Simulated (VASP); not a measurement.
# CaB6 (Pm-3m) in VASP: relaxation of the atoms with PBE

Aim: the relaxation of the atoms of CaB6 with PBE.

All numbers are computed with VASP 6.6.1; they aren't measurements. Logs are shortened: lines on timing, memory, paths and dates and some standing lists are left out, and cuts for length are marked.

### 1 The cell of the first run

The structure is cubic, space group Pm-3m (No. 221). The conventional cell has a = 4.282 Å, b = 4.282 Å, c = 4.282 Å, α = 90.00°, β = 90.00°, γ = 90.00°. Ca (site symmetry m-3m) has 24 B at 3.15 Å within 4.1 Å. Within 2.3 Å of B (site symmetry 4mm) lie 5 B at 1.74 to 1.80 Å.

### 2 Relaxation of the atoms, PBE (11.21 Å³/atom)

INCAR

```
ALGO = Normal ; EDIFF = 1E-7
EDIFFG = -0.01 ; ENCUT = 520
GGA = PE ; IBRION = 2
ISIF = 2 ; ISMEAR = 0
LASPH = True ; LCHARG = False
LREAL = False ; LWAVE = False
NELM = 80 ; NSW = 50
PREC = Accurate ; SIGMA = 0.01
```

KPOINTS

```
k-points
0
Gamma
  8 8 8
```

POSCAR

```
CaB6
1.0
    4.2818129864      0.0000000000      0.0000000000
    0.0000000000      4.2818129864      0.0000000000
    0.0000000000      0.0000000000      4.2818129864
Ca B
1 6
Direct
    0.0000000000      0.0000000000      0.0000000000
    0.2030741063      0.5000000000      0.5000000000
    0.5000000000      0.2030741063      0.5000000000
    0.7969258937      0.5000000000      0.5000000000
    0.5000000000      0.7969258937      0.5000000000
    0.5000000000      0.5000000000      0.2030741063
    0.5000000000      0.5000000000      0.7969258937
```

Potentials or basis: VASP PAW PBE potentials, release 64 (Ca_sv, B).

Command:

```console
cat potpaw_PBE.64/Ca_sv/POTCAR potpaw_PBE.64/B/POTCAR > POTCAR
mpirun -np 1 vasp_std > vasp.out
```

OUTCAR:

```text
EDIFF = 1E-7
   EDIFFG = -0.01
   ENCUT = 520
   GGA = PE
   IBRION = 2
   ISIF = 2
   ISMEAR = 0
   LASPH = True
   LREAL = False
   NELM = 80
   NSW = 50
   PREC = Accurate

 ion  position               nearest neighbor table
   1  0.000  0.000  0.000-
   2  0.203  0.500  0.500-   4 1.74   3 1.80   5 1.80   6 1.80   7 1.80
   3  0.500  0.203  0.500-   5 1.74   4 1.80   2 1.80   6 1.80   7 1.80
   4  0.797  0.500  0.500-   2 1.74   3 1.80   5 1.80   6 1.80   7 1.80
   5  0.500  0.797  0.500-   3 1.74   2 1.80   4 1.80   6 1.80   7 1.80
   6  0.500  0.500  0.203-   7 1.74   3 1.80   4 1.80   5 1.80   2 1.80
   7  0.500  0.500  0.797-   6 1.74   3 1.80   4 1.80   5 1.80   2 1.80

  LATTYP: Found a simple cubic cell.
 ALAT       =     4.2818129864

  Lattice vectors:

 A1 = (   4.2818129864,   0.0000000000,   0.0000000000)
 A2 = (   0.0000000000,   4.2818129864,   0.0000000000)
 A3 = (   0.0000000000,   0.0000000000,   4.2818129864)

Analysis of symmetry for initial positions (statically):
=====================================================================
 Subroutine PRICEL returns:
 Original cell was already a primitive cell.

 Routine SETGRP: Setting up the symmetry group for a
 simple cubic supercell.

 Subroutine GETGRP returns: Found 48 space group operations
 (whereof 48 operations were pure point group operations)
 out of a pool of 48 trial point group operations.

The static configuration has the point symmetry O_h .

Analysis of symmetry for dynamics (positions and initial velocities):
=====================================================================
 Subroutine PRICEL returns:
 Original cell was already a primitive cell.

 Routine SETGRP: Setting up the symmetry group for a
 simple cubic supercell.

 Subroutine GETGRP returns: Found 48 space group operations
 (whereof 48 operations were pure point group operations)
 out of a pool of 48 trial point group operations.

The dynamic configuration has the point symmetry O_h .

 Subroutine INISYM returns: Found 48 space group operations
 (whereof 48 operations are pure point group operations),
 and found     1 'primitive' translations

----------------------------------------------------------------------------------------

                                     Primitive cell

  volume of cell :      78.5024

  direct lattice vectors                    reciprocal lattice vectors
     4.281812986  0.000000000  0.000000000     0.233545931  0.000000000  0.000000000
[... 107 lines left out ...]
   NELECT =      28.0000    total number of electrons
   NUPDOWN=      -1.0000    fix difference up-down
   EMIN   =  10.00;   EMAX   =-10.00  energy-range for DOS
   EFERMI =   0.00;   METHOD = LEGACY
   ISMEAR =     0;   SIGMA  =   0.01  broadening in eV -4-tet -1-fermi 0-gaus
   EFERMI_NEDOS =   21; number of points for ismear=-14 and -15
   IALGO  =     38    algorithm
   IMIX   =      4    mixing-type and parameters
     AMIX     =   0.40;   BMIX     =  1.00
     AMIX_MAG =   1.60;   BMIX_MAG =  1.00
  volume/ion in A,a.u.               =      11.21        75.68
  Fermi-wavevector in a.u.,A,eV,Ry     =   1.161002  2.193977 18.339657  1.347927
  Thomas-Fermi vector in A             =   2.297579
   LORBIT       =      0    0 simple, 1 ext, 2 COOP (PROOUT), +10 PAW based schemes
   GGA     = PE    functional components
   LHFCALC =     F    Hartree Fock is set to
   AEXX    =    0.0000 exact exchange contribution
   IVDW    =     0    specifies the selected vdW correction
   LEPSILON=     F    determine dielectric tensor
   LRPA    =     F    only Hartree local field effects (RPA)
 conjugate gradient relaxation of ions
 non-spin polarized calculation
 Gauss-broadening in eV      SIGMA  =   0.01
  energy-cutoff  :      520.00
  volume of cell :       78.50
 maximum number of plane-waves:      2176
 NGX is ok and might be reduce to    32
   NGX = 15   NGY = 15   NGZ = 15

--------------------------------------- Ionic step        1  -------------------------------------------

 number of electron      27.9999995 magnetization

 Free energy of the ion-electron system (eV)
  ---------------------------------------------------
  ext. energy  EPLUGINS =         0.00000000
  ---------------------------------------------------
  free energy    TOTEN  =       -44.73471600 eV

  energy without entropy =      -44.73471600  energy(sigma->0) =      -44.73471600

------------------------ aborting loop because EDIFF is reached ----------------------------------------

  FORCE on cell =-STRESS in cart. coord.  units (eV):
  Direction    XX          YY          ZZ          XY          YZ          ZX
  --------------------------------------------------------------------------------------
  -------------------------------------------------------------------------------------
  Total       -5.9319589     -5.9319589     -5.9319589      0.0000000      0.0000000      0.0000000
  in kB     -121.0669578   -121.0669578   -121.0669578      0.0000000      0.0000000      0.0000000
  external PRESSURE =    -121.0669578 kB  Pullay stress =       0.0000000 kB
[... 69 lines left out ...]
--------------------------------------- Ionic step        3  -------------------------------------------

 number of electron      27.9999995 magnetization

 Free energy of the ion-electron system (eV)
  ---------------------------------------------------
  ext. energy  EPLUGINS =         0.00000000
  ---------------------------------------------------
  free energy    TOTEN  =       -44.73653839 eV

  energy without entropy =      -44.73653839  energy(sigma->0) =      -44.73653839

 E-fermi :   4.0827     XC(G=0): -10.1695

 val. band max:        4.0267885085   @ k =   0.5000   0.0000   0.0000
 cond. band min:       4.1486295380   @ k =   0.5000   0.0000   0.0000
 fundamental gap:      0.1218410295
 Fermi energy:         4.0826936086

 k-point     1 :       0.0000    0.0000    0.0000
  band No.  band energies     occupation
      1     -37.5065      2.00000
      2     -18.4692      2.00000
      3     -18.4692      2.00000
      4     -18.4692      2.00000
      5      -9.8526      2.00000
      6      -2.3910      2.00000
[... 481 lines left out ...]
      5      -9.2824      2.00000
      6      -4.4648      2.00000
[... 10 lines left out ...]
     17       8.0428      0.00000
     18       8.2505      0.00000

 [... further k-points ...]

------------------------ aborting loop because EDIFF is reached ----------------------------------------

  FORCE on cell =-STRESS in cart. coord.  units (eV):
  Direction    XX          YY          ZZ          XY          YZ          ZX
  --------------------------------------------------------------------------------------
  -------------------------------------------------------------------------------------
  Total       -5.8263173     -5.8263173     -5.8263173      0.0000000      0.0000000     -0.0000000
  in kB     -118.9108896   -118.9108896   -118.9108896      0.0000000      0.0000000     -0.0000000
  external PRESSURE =    -118.9108896 kB  Pullay stress =       0.0000000 kB
[... 22 lines left out ...]
  FREE ENERGIE OF THE ION-ELECTRON SYSTEM (eV)
  ---------------------------------------------------
  free  energy   TOTEN  =       -44.7365383908 eV

  energy  without entropy=      -44.7365383908  energy(sigma->0) =      -44.73653839

 reached required accuracy - stopping structural energy minimisation
```

CONTCAR:

```text
CaB6
   1.00000000000000
     4.2818129864000003    0.0000000000000000    0.0000000000000000
     0.0000000000000000    4.2818129864000003    0.0000000000000000
     0.0000000000000000    0.0000000000000000    4.2818129864000003
  Ca              B
     1     6
Direct
     0.0000000000000000    0.0000000000000000    0.0000000000000000
     0.2038934312195364    0.5000000000000000    0.5000000000000000
     0.5000000000000000    0.2038934312195364    0.5000000000000000
     0.7961065687804636    0.5000000000000000    0.5000000000000000
     0.5000000000000000    0.7961065687804636    0.5000000000000000
     0.5000000000000000    0.5000000000000000    0.2038934312195364
     0.5000000000000000    0.5000000000000000    0.7961065687804636

  0.00000000E+00  0.00000000E+00  0.00000000E+00
  0.00000000E+00  0.00000000E+00  0.00000000E+00
  0.00000000E+00  0.00000000E+00  0.00000000E+00
  0.00000000E+00  0.00000000E+00  0.00000000E+00
  0.00000000E+00  0.00000000E+00  0.00000000E+00
  0.00000000E+00  0.00000000E+00  0.00000000E+00
  0.00000000E+00  0.00000000E+00  0.00000000E+00
```

It took 48 s on 1 thread of Intel Xeon Platinum 8488C (Sapphire Rapids), shared host; peak memory 0.2 GiB.

What came out:

- Free energy: -44.7365 eV
- Energy gained by relaxing: 0.3 meV/atom
- Ionic steps: 3
- Pressure after relaxing: -11.9 GPa
- Band gap on the k mesh: 0.12 eV

The path:
```
step  energy change (eV)  largest force (eV/Å)  pressure (GPa)
   1              0.0000                0.1732          -12.11
   2              0.0017                0.2391          -11.56
   3             -0.0018                0.0001          -11.89
```

Final structure:
```
CELL_PARAMETERS angstrom
4.28181 0.00000 0.00000
0.00000 4.28181 0.00000
0.00000 0.00000 4.28181
ATOMIC_POSITIONS crystal
Ca 0.00000 0.00000 0.00000
B 0.20389 0.50000 0.50000
B 0.50000 0.20389 0.50000
B 0.79611 0.50000 0.50000
B 0.50000 0.79611 0.50000
B 0.50000 0.50000 0.20389
B 0.50000 0.50000 0.79611
```

Levels at points of the mesh, in eV from the valence-band top:
| k point | band 11 | band 12 | band 13 | band 14 | band 15 | band 16 | band 17 | band 18 |
| --- | --- | --- | --- | --- | --- | --- | --- | --- |
| (0.00, 0.00, 0.00) | -5.08 | -0.33 | -0.33 | -0.33 | 2.81 | 2.81 | 2.81 | 3.16 |
| (0.50, 0.00, 0.00) | -2.20 | -2.20 | -1.65 | 0.00 | 0.12 | 2.99 | 2.99 | 3.35 |
| (0.50, 0.50, 0.00) | -2.45 | -2.45 | -1.37 | -1.37 | 2.92 | 2.92 | 3.76 | 3.95 |
| (0.50, 0.50, 0.50) | -4.02 | -1.03 | -1.03 | -1.03 | 3.83 | 4.35 | 4.35 | 4.38 |

A k mesh can miss the band edges.
